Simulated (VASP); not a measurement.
Here is a VASP 6.6.1 calculation.

INCAR

```
SYSTEM = BN
PREC = Accurate
ENCUT = 520
EDIFF = 1E-6
ISMEAR = 0
SIGMA = 0.01
LREAL = .False.
LASPH = .True.
NELM = 60
ALGO = Normal
ISIF = 2
LWAVE = .False.
LCHARG = .False.
GGA = PE
NBANDS = 11
```

The input KPOINTS:

```
regular mesh
0
Gamma
  13 13 13
  0 0 0
```

The input POSCAR:

```
BN
1.0
    0.0000000000      1.8120551918      1.8120551918
    1.8120551918      0.0000000000      1.8120551918
    1.8120551918      1.8120551918      0.0000000000
B N
1 1
Direct
    0.0000000000      0.0000000000      0.0000000000
    0.2500000000      0.2500000000      0.2500000000
```

Potentials or basis: VASP PAW PBE potentials, release 64 (B, N).

Command:

```console
$ cat potpaw_PBE.64/B/POTCAR potpaw_PBE.64/N/POTCAR > POTCAR
$ mpirun -np 1 vasp_std > vasp.out
```

Problem. Estimate the band gap on the k mesh.

Solution. 4.53 eV, indirect (least direct gap 8.78 eV).

Problem. Estimate the pressure.

Solution. 0.4 GPa.

A k mesh can miss the band edges. PBE gaps usually lie below the measured ones, often by a third to a half.
